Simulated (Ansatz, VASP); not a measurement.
Two plane-wave programs on KBr

```xyz
2
Lattice="3.8625 0.0000 0.0000 0.0000 3.8625 0.0000 0.0000 0.0000 3.9763" Properties=species:S:1:pos:R:3 pbc="T T T"
K     0.0000    0.0000    0.0000
Br    1.9313    1.9313    1.9881
```

Change from the starting cell: biaxial_xy strain -2.9%.

Alike in both runs: task single point; functional HSE06; k mesh 4 × 4 × 4; no spin polarisation.

|  | VASP | Ansatz |
| --- | --- | --- |
| version | VASP 6.6.1 | Ansatz 0.2.0 |
| potentials or method | VASP PAW PBE potentials, release 64 (K_sv, Br) | plane waves, PAW |
| plane-wave cutoff (eV) | 520 | 420 |
| occupations | gaussian, width 0.01 eV | fixed |
| valence electrons in the cell | 16 | 16 |

```tsv
	VASP	Ansatz	Ansatz less VASP
gap on the k mesh at the Fermi level (eV)	5.34	5.34	+0.004
pressure (GPa)	1.8	1.8	-0.03
traceless stress, the component that is largest in VASP (GPa)	-0.83	-0.83	-0.004
```

Ansatz's warnings: stress exchange threshold loose, stress scf threshold loose.
